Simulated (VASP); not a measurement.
A run of VASP 6.6.1 is set up as follows.

The input INCAR:

```
SYSTEM = Ta16N
PREC = Accurate
ENCUT = 520
EDIFF = 1E-7
ISMEAR = 0
SIGMA = 0.1
LREAL = Auto
LASPH = .True.
NELM = 100
ALGO = Normal
ISIF = 2
LWAVE = .False.
LCHARG = .False.
GGA = PE
NBANDS = 104
```

File KPOINTS:

```
Automatic mesh
0
Gamma
  4 4 4
  0.5 0.5 0.5
```

The input POSCAR:

```
Ta16N
1.0
    6.6381247865      0.0000000000      0.0000000000
    0.0000000000      6.6381247865      0.0000000000
    0.0000000000      0.0000000000      6.6381247865
Ta N
16 1
Direct
    0.0000000000      0.0000000000      0.0000000000
    0.5000000000      0.0000000000      0.0000000000
    0.0000000000      0.5000000000      0.0000000000
    0.0000000000      0.0000000000      0.5000000000
    0.2500000000      0.2500000000      0.2500000000
    0.5000000000      0.5000000000      0.0000000000
    0.5000000000      0.0000000000      0.5000000000
    0.7500000000      0.2500000000      0.2500000000
    0.0000000000      0.5000000000      0.5000000000
    0.2500000000      0.7500000000      0.2500000000
    0.2500000000      0.2500000000      0.7500000000
    0.5000000000      0.5000000000      0.5000000000
    0.7500000000      0.7500000000      0.2500000000
    0.7500000000      0.2500000000      0.7500000000
    0.2500000000      0.7500000000      0.7500000000
    0.7500000000      0.7500000000      0.7500000000
    0.2313846591      0.1236869758      0.0039897621
```

Potentials or basis: VASP PAW PBE potentials, release 64 (Ta_pv, N).

Run with:

```sh
$ cat potpaw_PBE.64/Ta_pv/POTCAR potpaw_PBE.64/N/POTCAR > POTCAR
$ mpirun -np 1 vasp_std > vasp.out
```

Task: Predict the pressure.

Result: 11.3 GPa.

Task: Estimate the largest force.

Result: 9.840 eV/Å.

Forces in eV/Å, atoms in the order of the input:
```
Ta  -8.600 -4.777 -0.187
Ta   3.103 -1.637 -0.067
Ta  -0.894  0.675 -0.022
Ta  -0.033 -0.129  0.033
Ta   0.555  3.011  5.448
Ta   0.968  0.876 -0.019
Ta   0.003 -0.238  0.028
Ta  -0.147  0.195  0.057
Ta  -0.325  0.357  0.028
Ta   0.096 -0.781  0.966
Ta   0.448  2.404 -4.389
Ta   0.382  0.548  0.023
Ta  -0.119 -0.467  0.412
Ta  -0.142  0.221 -0.052
Ta   0.092 -0.827 -0.984
Ta  -0.114 -0.508 -0.423
N    4.728  1.075 -0.852
```
